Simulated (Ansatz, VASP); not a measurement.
**SnSe in VASP and in Ansatz**

```
CELL_PARAMETERS angstrom
0.00000 3.01000 3.01000
3.01000 0.00000 3.01000
3.01000 3.01000 0.00000
ATOMIC_POSITIONS crystal
Sn 0.00000 0.00000 0.00000
Se 0.50000 0.50000 0.50000
```

Alike in both runs: task relaxation of cell and atoms; functional PBE; dispersion D3(BJ); k mesh 8 × 8 × 8; occupations fermi-dirac, width 0.05 eV; no spin polarisation.

|  | VASP | Ansatz |
| --- | --- | --- |
| version | VASP 6.6.1 | Ansatz 0.2.0 |
| potentials or method | VASP PAW PBE potentials, release 64 (Sn_d, Se), cutoff 600 eV | all-electron LAPW, scalar-relativistic |

Ansatz gave:

* relaxed volume (Å³/atom): 26.64
* relaxed length of the cell vector where the two differ most in proportion (Å): 4.224

Question: Which values does VASP return?

Answer: Relaxed volume (Å³/atom): 26.65; relaxed length of the cell vector where the two differ most in proportion (Å): 4.224.

Ansatz ran all-electron here, and VASP with PAW potentials.
